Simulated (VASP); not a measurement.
TiO2, 6 atoms in the cell. Symmetry: C2/c, No. 15, monoclinic system. Conventional cell: a = 5.412 Å, b = 5.413 Å, c = 5.472 Å, α = 90.00°, β = 118.77°, γ = 90.00°. Ti (site symmetry 2) has 6 O at 1.93 to 2.00 Å within 2.6 Å. Within 2.6 Å of O (site symmetry 1) lie 3 Ti at 1.93 to 2.00 Å and 2 O at 2.50 Å. 

- Program: VASP 6.6.1
- Task: single point
- Functional: PBE
- Potentials or basis: VASP PAW PBE potentials, release 64 (Ti_sv, O)
- Cutoff: 520 eV
- k mesh: 8 × 8 × 6
- Occupations: gaussian, width 0.02 eV
- Spin: no spin polarisation
- Dipole correction: no
- Further INCAR settings: ALGO = Normal; EDIFF = 1e-07; NBANDS = 33

Potentials or basis: VASP PAW PBE potentials, release 64 (Ti_sv, O).

Command:

```sh
$ cat potpaw_PBE.64/Ti_sv/POTCAR potpaw_PBE.64/O/POTCAR > POTCAR
$ mpirun -np 1 vasp_std > vasp.out
```

Hardware: 1 thread of Intel Xeon 8259CL, on a shared host.

**Question.** How long does it take, and how much memory?

**Answer.** Run time: 9.3 min on 1 thread of Intel Xeon 8259CL, with other jobs on the host, peak memory 0.32 GiB. Counts: scf iterations 17, k points 114.
